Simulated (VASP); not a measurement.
Runs of VASP 6.6.1 on CuI. The structure is that of space group F-43m (No. 216), or close to it. The cells are those of the table. 

| task | level | potentials or basis | spin | cell | gap on the mesh (eV) | pressure (GPa) |
| --- | --- | --- | --- | --- | --- | --- |
| electric field gradients | r2SCAN | VASP PAW PBE potentials, release 64 (Cu, I) | off | a = 4.287 Å, angles 60.0°, 2 atoms | 1.61 | (b) |
| single point | LDA | VASP PAW LDA potentials, release 64 (Cu, I) | off | a = 4.229 Å, angles 60.0°, 2 atoms | 1.11 | -2.8 |
| single point | LDA | VASP PAW LDA potentials, release 64 (Cu, I) | off | a = 4.287 Å, angles 60.0°, 2 atoms | 1.00 | -4.3 |
| electric field gradients | PBEsol | VASP PAW PBE potentials, release 64 (Cu, I) | off | a = 4.287 Å, angles 60.0°, 2 atoms | 1.03 | -2.5 |
| electric field gradients | PBE | VASP PAW PBE potentials, release 64 (Cu, I) | non-collinear, zero start, SOC | a = 4.287 Å, angles 60.0°, 2 atoms | - | 0.4 |
| electric field gradients | LDA | VASP PAW LDA potentials, release 64 (Cu, I) | off | a = 4.287 Å, angles 60.0°, 2 atoms | 1.00 | -4.3 |
| electric field gradients | PBE | VASP PAW PBE potentials, release 64 (Cu, I) | off | a = 4.287 Å, angles 60.0°, 2 atoms | 1.14 | 0.4 |
| electric field gradients | PBEsol+D4 | VASP PAW PBE potentials, release 64 (Cu, I) | off | a = 4.287 Å, angles 60.0°, 2 atoms | 1.03 | (a) |

Alike in all rows: k mesh 9 × 9 × 9; cutoff (eV) 520; smearing fermi-dirac 0.03 eV.

Q: Estimate the missing entries.

A: (a) -3.6; (b) -0.9.

Caveats: spin-orbit coupling is left out, which moves the levels of the heavy elements (some runs); the PAW data sets were made with another functional, which shifts forces and pressure a little (some runs).

A k mesh can miss the band edges, and rows without SOC leave out spin-orbit coupling on I.
